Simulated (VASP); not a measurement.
# MgZn5N4 (Pmmn) in VASP: electric field gradients with PBE

Aim: the electric field gradients of MgZn5N4 with PBE.

Everything below comes from runs of VASP 6.6.1. Logs are shortened: lines on timing, memory, paths and dates and some standing lists are left out, and cuts for length are marked.

## 1. The cell of the first run

Symmetry: Pmmn, No. 59, orthorhombic system. The conventional cell has a = 6.652 Å, b = 7.372 Å, c = 4.965 Å, α = 90.00°, β = 90.00°, γ = 90.00°. Within 2.7 Å of Mg (site symmetry mm2) lie 4 N at 2.03 to 2.15 Å. Zn (site symmetry 1) has 4 N at 1.97 to 2.57 Å and 4 Zn at 2.65 to 2.87 Å and 1 Mg at 2.87 Å within 2.9 Å. Zn (site symmetry mm2) has 4 N at 2.01 to 2.19 Å within 2.7 Å. N (site symmetry m) has 5 Zn at 1.97 to 2.57 Å and 1 Mg at 2.03 Å within 2.6 Å. N (site symmetry m) has 5 Zn at 2.12 to 2.19 Å and 1 Mg at 2.15 Å within 2.8 Å.

## 2. Electric field gradients, PBE

Input file INCAR:

```
SYSTEM = MgZn5N4
  ALGO = Normal
  EDIFF = 1E-8
  ENCUT = 520
  GGA = PE
  ISIF = 2
  ISMEAR = -1
  KPAR = 4
  LASPH = .TRUE.
  LCHARG = .FALSE.
  LEFG = .TRUE.
  LREAL = Auto
  LWAVE = .FALSE.
  NBANDS = 98
  NELM = 60
  PREC = Accurate
  SIGMA = 0.05
```

Input file KPOINTS:

```
k-points
0
G
  5 5 7
  0 0 0
```

Input file POSCAR:

```
MgZn5N4
1.0
    6.6520440000      0.0000000000      0.0000000000
    0.0000000000      7.3722380000      0.0000000000
    0.0000000000      0.0000000000      4.9647730000
Mg Zn N
2 10 8
Direct
    0.0000000000      0.5000000000      0.2754260000
    0.5000000000      0.0000000000      0.7245740000
    0.2499200000      0.3168470000      0.7479800000
    0.2499200000      0.6831530000      0.7479800000
    0.7500800000      0.3168470000      0.7479800000
    0.7500800000      0.6831530000      0.7479800000
    0.2500800000      0.1831530000      0.2520200000
    0.2500800000      0.8168470000      0.2520200000
    0.7499200000      0.1831530000      0.2520200000
    0.7499200000      0.8168470000      0.2520200000
    0.5000000000      0.5000000000      0.2634950000
    0.0000000000      0.0000000000      0.7365050000
    0.7511870000      0.5000000000      0.0377000000
    0.2488130000      0.5000000000      0.0377000000
    0.7488130000      0.0000000000      0.9623000000
    0.2511870000      0.0000000000      0.9623000000
    0.5000000000      0.2492900000      0.5013860000
    0.5000000000      0.7507100000      0.5013860000
    0.0000000000      0.2507100000      0.4986140000
    0.0000000000      0.7492900000      0.4986140000
```

Potentials or basis: VASP PAW PBE potentials, release 64 (Mg, Zn, N).

Run with:

```sh
> cat potpaw_PBE.64/Mg/POTCAR potpaw_PBE.64/Zn/POTCAR potpaw_PBE.64/N/POTCAR > POTCAR
> mpirun -np 4 vasp_std > vasp.out
```

OUTCAR:

```text
SYSTEM = MgZn5N4
   EDIFF = 1E-8
   ENCUT = 520
   GGA = PE
   ISIF = 2
   ISMEAR = -1
   LASPH = .TRUE.
   LREAL = Auto
   NELM = 60
   PREC = Accurate

 ion  position               nearest neighbor table
   1  0.000  0.500  0.275-  13 2.03  14 2.03  19 2.15  20 2.15   7 2.87   8 2.87   9 2.87  10 2.87
                             3 3.18   4 3.18   5 3.18   6 3.18  11 3.33  11 3.33
   2  0.500  0.000  0.725-  15 2.03  16 2.03  17 2.15  18 2.15   3 2.87   4 2.87   5 2.87   6 2.87
                             7 3.18   8 3.18   9 3.18  10 3.18  12 3.33  12 3.33
   3  0.250  0.317  0.748-  14 1.97  17 2.12  19 2.13   7 2.65   7 2.69   4 2.70  12 2.87   2 2.87
                             1 3.18
   4  0.250  0.683  0.748-  14 1.97  18 2.12  20 2.13   8 2.65   8 2.69   3 2.70  12 2.87   2 2.87
                             1 3.18
   5  0.750  0.317  0.748-  13 1.97  17 2.12  19 2.13   9 2.65   9 2.69   6 2.70  12 2.87   2 2.87
                             1 3.18
   6  0.750  0.683  0.748-  13 1.97  18 2.12  20 2.13  10 2.65  10 2.69   5 2.70  12 2.87   2 2.87
                             1 3.18
   7  0.250  0.183  0.252-  16 1.97  19 2.12  17 2.13   3 2.65   3 2.69   8 2.70  11 2.87   1 2.87
                             2 3.18
   8  0.250  0.817  0.252-  16 1.97  20 2.12  18 2.13   4 2.65   4 2.69   7 2.70  11 2.87   1 2.87
                             2 3.18
   9  0.750  0.183  0.252-  15 1.97  19 2.12  17 2.13   5 2.65   5 2.69  10 2.70  11 2.87   1 2.87
                             2 3.18
  10  0.750  0.817  0.252-  15 1.97  20 2.12  18 2.13   6 2.65   6 2.69   9 2.70  11 2.87   1 2.87
                             2 3.18
  11  0.500  0.500  0.263-  13 2.01  14 2.01  17 2.19  18 2.19   7 2.87   8 2.87   9 2.87  10 2.87
                             1 3.33   1 3.33
  12  0.000  0.000  0.737-  15 2.01  16 2.01  19 2.19  20 2.19   3 2.87   4 2.87   5 2.87   6 2.87
                             2 3.33   2 3.33
  13  0.751  0.500  0.038-   5 1.97   6 1.97  11 2.01   1 2.03
  14  0.249  0.500  0.038-   3 1.97   4 1.97  11 2.01   1 2.03
  15  0.749  0.000  0.962-   9 1.97  10 1.97  12 2.01   2 2.03
  16  0.251  0.000  0.962-   7 1.97   8 1.97  12 2.01   2 2.03
  17  0.500  0.249  0.501-   3 2.12   5 2.12   7 2.13   9 2.13   2 2.15  11 2.19
  18  0.500  0.751  0.501-   4 2.12   6 2.12   8 2.13  10 2.13   2 2.15  11 2.19
  19  0.000  0.251  0.499-   7 2.12   9 2.12   3 2.13   5 2.13   1 2.15  12 2.19
  20  0.000  0.749  0.499-   8 2.12  10 2.12   4 2.13   6 2.13   1 2.15  12 2.19

  LATTYP: Found a simple orthorhombic cell.
 ALAT       =     4.9647730000
 B/A-ratio  =     1.3398485691
 C/A-ratio  =     1.4849093805

  Lattice vectors:

 A1 = (   0.0000000000,   0.0000000000,   4.9647730000)
 A2 = (   6.6520440000,   0.0000000000,   0.0000000000)
 A3 = (   0.0000000000,   7.3722380000,   0.0000000000)

Analysis of symmetry for initial positions (statically):
=====================================================================
 Subroutine PRICEL returns:
 Original cell was already a primitive cell.

 Routine SETGRP: Setting up the symmetry group for a
 simple orthorhombic supercell.

 Subroutine GETGRP returns: Found  8 space group operations
 (whereof  4 operations were pure point group operations)
 out of a pool of  8 trial point group operations.

The static configuration has the point symmetry C_2v.
 The point group associated with its full space group is D_2h.

Analysis of symmetry for dynamics (positions and initial velocities):
=====================================================================
 Subroutine PRICEL returns:
 Original cell was already a primitive cell.

 Routine SETGRP: Setting up the symmetry group for a
 simple orthorhombic supercell.

 Subroutine GETGRP returns: Found  8 space group operations
 (whereof  4 operations were pure point group operations)
 out of a pool of  8 trial point group operations.

The dynamic configuration has the point symmetry C_2v.
 The point group associated with its full space group is D_2h.

 Subroutine INISYM returns: Found  8 space group operations
 (whereof  4 operations are pure point group operations),
 and found     1 'primitive' translations

----------------------------------------------------------------------------------------

                                     Primitive cell

  volume of cell :     243.4747
[... 138 lines left out ...]
   EMIN   =  10.00;   EMAX   =-10.00  energy-range for DOS
   EFERMI =   0.00;   METHOD = LEGACY
   ISMEAR =    -1;   SIGMA  =   0.05  broadening in eV -4-tet -1-fermi 0-gaus
   EFERMI_NEDOS =   21; number of points for ismear=-14 and -15
   IALGO  =     38    algorithm
   IMIX   =      4    mixing-type and parameters
     AMIX     =   0.40;   BMIX     =  1.00
     AMIX_MAG =   1.60;   BMIX_MAG =  1.00
  volume/ion in A,a.u.               =      12.17        82.15
  Fermi-wavevector in a.u.,A,eV,Ry     =   1.435065  2.711879 28.019985  2.059411
  Thomas-Fermi vector in A             =   2.554404
   LORBIT       =      0    0 simple, 1 ext, 2 COOP (PROOUT), +10 PAW based schemes
   GGA     = PE    functional components
   LHFCALC =     F    Hartree Fock is set to
   AEXX    =    0.0000 exact exchange contribution
   IVDW    =     0    specifies the selected vdW correction
   LEPSILON=     F    determine dielectric tensor
   LRPA    =     F    only Hartree local field effects (RPA)
 non-spin polarized calculation
  energy-cutoff  :      520.00
  volume of cell :      243.47
 maximum number of plane-waves:      6583
 NGX is ok and might be reduce to    50
   NGX = 25   NGY = 27   NGZ = 19

 number of electron     164.0000082 magnetization

 Free energy of the ion-electron system (eV)
  ---------------------------------------------------
  ext. energy  EPLUGINS =         0.00000000
  ---------------------------------------------------
  free energy    TOTEN  =       -80.87267740 eV

  energy without entropy =      -80.87062464  energy(sigma->0) =      -80.87165102

 E-fermi :   3.0152     XC(G=0): -11.1588

 val. band max:        2.9513220122   @ k =   0.0000   0.0000   0.0000
 cond. band min:       3.2288707930   @ k =   0.0000   0.2000   0.0000
 fundamental gap:      0.2775487808
 Fermi energy:         3.0152070645

 k-point     1 :       0.0000    0.0000    0.0000
  band No.  band energies     occupation
      1     -12.0548      2.00000
      2     -11.2152      2.00000
      3     -10.9587      2.00000
      4     -10.8781      2.00000
      5     -10.8632      2.00000
      6     -10.6528      2.00000
[... 2317 lines left out ...]
     93       8.4886      0.00000
     94       8.9265      0.00000

 [... further k-points ...]

 [bands above 94 left out]

------------------------ aborting loop because EDIFF is reached ----------------------------------------

  FORCE on cell =-STRESS in cart. coord.  units (eV):
  Direction    XX          YY          ZZ          XY          YZ          ZX
  --------------------------------------------------------------------------------------
  -------------------------------------------------------------------------------------
  Total        0.1345270      0.0820291      0.0756513      0.0000000      0.0000000      0.0000000
  in kB        0.8852504      0.5397895      0.4978211      0.0000000      0.0000000      0.0000000
  external PRESSURE =       0.6409537 kB  Pullay stress =       0.0000000 kB

 VOLUME and BASIS-vectors are now :
 -----------------------------------------------------------------------------
  energy-cutoff  :      520.00
  volume of cell :      243.47
      direct lattice vectors                 reciprocal lattice vectors
     6.652044000  0.000000000  0.000000000     0.150329733  0.000000000  0.000000000
     0.000000000  7.372238000  0.000000000     0.000000000  0.135644020  0.000000000
     0.000000000  0.000000000  4.964773000     0.000000000  0.000000000  0.201419078

 POSITION                                       TOTAL-FORCE (eV/Angst)
 -----------------------------------------------------------------------------------
      0.00000      3.68612      1.36743         0.000000      0.000000     -0.010179
      3.32602      0.00000      3.59735         0.000000      0.000000      0.010179
      1.66248      2.33587      3.71355        -0.000720      0.010753      0.009986
      1.66248      5.03637      3.71355        -0.000720     -0.010753      0.009986
      4.98957      2.33587      3.71355         0.000720      0.010753      0.009986
      4.98957      5.03637      3.71355         0.000720     -0.010753      0.009986
[... 12 lines left out ...]
      0.00000      1.84829      2.47551         0.000000     -0.002505      0.005652
      0.00000      5.52394      2.47551         0.000000      0.002505      0.005652
 -----------------------------------------------------------------------------------
    total drift:                                0.000000      0.000000     -0.000000

  FREE ENERGIE OF THE ION-ELECTRON SYSTEM (eV)
  ---------------------------------------------------
  free  energy   TOTEN  =       -80.8726774039 eV

  energy  without entropy=      -80.8706246389  energy(sigma->0) =      -80.87165102

 Electric field gradients (V/A^2)
---------------------------------------------------------------------
 ion       V_xx      V_yy      V_zz      V_xy      V_xz      V_yz
---------------------------------------------------------------------
   1      -9.154     6.266     2.888    -0.000     0.000    -0.000
   2      -9.154     6.266     2.888     0.000     0.000    -0.000
   3     -13.085    31.830   -18.744     2.716    -0.500   -90.813
   4     -13.085    31.830   -18.744    -2.716    -0.500    90.813
   5     -13.085    31.830   -18.744    -2.716     0.500   -90.813
   6     -13.085    31.830   -18.744     2.716     0.500    90.813
[... 12 lines left out ...]
  19      26.367   -22.902    -3.466    -0.000    -0.000     4.905
  20      26.367   -22.902    -3.466    -0.000     0.000    -4.905
---------------------------------------------------------------------

 Electric field gradients after diagonalization (V/A^2)
 (convention: |V_zz| > |V_xx| > |V_yy|)
----------------------------------------------------------------------
 ion       V_xx      V_yy      V_zz     asymmetry (V_yy - V_xx)/ V_zz
----------------------------------------------------------------------
   1       6.266     2.888    -9.154       0.369
   2       6.266     2.888    -9.154       0.369
   3     -87.746   -13.118   100.864       0.740
   4     -87.746   -13.118   100.864       0.740
   5     -87.746   -13.118   100.864       0.740
   6     -87.746   -13.118   100.864       0.740
[... 12 lines left out ...]
  19     -24.070    -2.298    26.367       0.826
  20     -24.070    -2.298    26.367       0.826
----------------------------------------------------------------------

           NMR quadrupolar parameters

 Cq : quadrupolar parameter    Cq=e*Q*V_zz/h
 eta: asymmetry parameters     (V_yy - V_xx)/ V_zz
 Q  : nuclear electric quadrupole moment in mb (millibarn)
----------------------------------------------------------------------
 ion       Cq(MHz)       eta       Q (mb)
----------------------------------------------------------------------
   1      -0.022       0.369       1.000
   2      -0.022       0.369       1.000
   3       0.244       0.740       1.000
   4       0.244       0.740       1.000
   5       0.244       0.740       1.000
   6       0.244       0.740       1.000
[... 12 lines left out ...]
  19       0.064       0.826       1.000
  20       0.064       0.826       1.000
----------------------------------------------------------------------
```

Wall time 13 min (4 MPI ranks of AMD EPYC 7R13 (Zen 3), shared host); peak memory 0.67 GiB.

Results:

```yaml
Free_energy: -80.8727 eV
Pressure: 0.1 GPa
Largest_force: 0.015 eV/Å
Band_gap_on_the_k_mesh: 0.01 eV (least direct gap 0.29 eV)
Largest_electric_field_gradient_by_atom: Mg -9.2; Zn +100.9, -47.5 (each value once); N -55.4, +26.4 (each value once) V/Å²
```

Forces on the atoms (eV/Å):
```
Mg   0.000  0.000 -0.010
Mg   0.000  0.000  0.010
Zn  -0.001  0.011  0.010
Zn  -0.001 -0.011  0.010
Zn   0.001  0.011  0.010
Zn   0.001 -0.011  0.010
Zn   0.001 -0.011 -0.010
Zn   0.001  0.011 -0.010
Zn  -0.001 -0.011 -0.010
Zn  -0.001  0.011 -0.010
Zn   0.000  0.000 -0.010
Zn   0.000  0.000  0.010
N    0.002  0.000 -0.014
N   -0.002  0.000 -0.014
N   -0.002  0.000  0.014
N    0.002  0.000  0.014
N    0.000  0.003 -0.006
N    0.000 -0.003 -0.006
N    0.000 -0.003  0.006
N    0.000  0.003  0.006
```

Electric field gradients, principal values (V/Å²):
| atom | least | middle | greatest (by size) |
| --- | --- | --- | --- |
| 1 Mg | 2.888 | 6.266 | -9.154 |
| 2 Mg | 2.888 | 6.266 | -9.154 |
| 3 Zn | -13.118 | -87.746 | 100.864 |
| 4 Zn | -13.118 | -87.746 | 100.864 |
| 5 Zn | -13.118 | -87.746 | 100.864 |
| 6 Zn | -13.118 | -87.746 | 100.864 |
| 7 Zn | -13.118 | -87.746 | 100.864 |
| 8 Zn | -13.118 | -87.746 | 100.864 |
| 9 Zn | -13.118 | -87.746 | 100.864 |
| 10 Zn | -13.118 | -87.746 | 100.864 |
| 11 Zn | 9.541 | 37.913 | -47.454 |
| 12 Zn | 9.541 | 37.913 | -47.454 |
| 13 N | 20.142 | 35.261 | -55.403 |
| 14 N | 20.142 | 35.261 | -55.403 |
| 15 N | 20.142 | 35.261 | -55.403 |
| 16 N | 20.142 | 35.261 | -55.403 |
| 17 N | -2.298 | -24.070 | 26.367 |
| 18 N | -2.298 | -24.070 | 26.367 |
| 19 N | -2.298 | -24.070 | 26.367 |
| 20 N | -2.298 | -24.070 | 26.367 |

Caveat: the smearing spreads over this small gap; semilocal functionals underestimate gaps, and a narrow one can read as zero; without QUAD_EFG the Cq values of the log hold for a quadrupole moment of 1 mb, not for the nuclei. A k mesh can miss the band edges.

The gap in the log of VASP goes by the Fermi energy; the results here count the filled bands.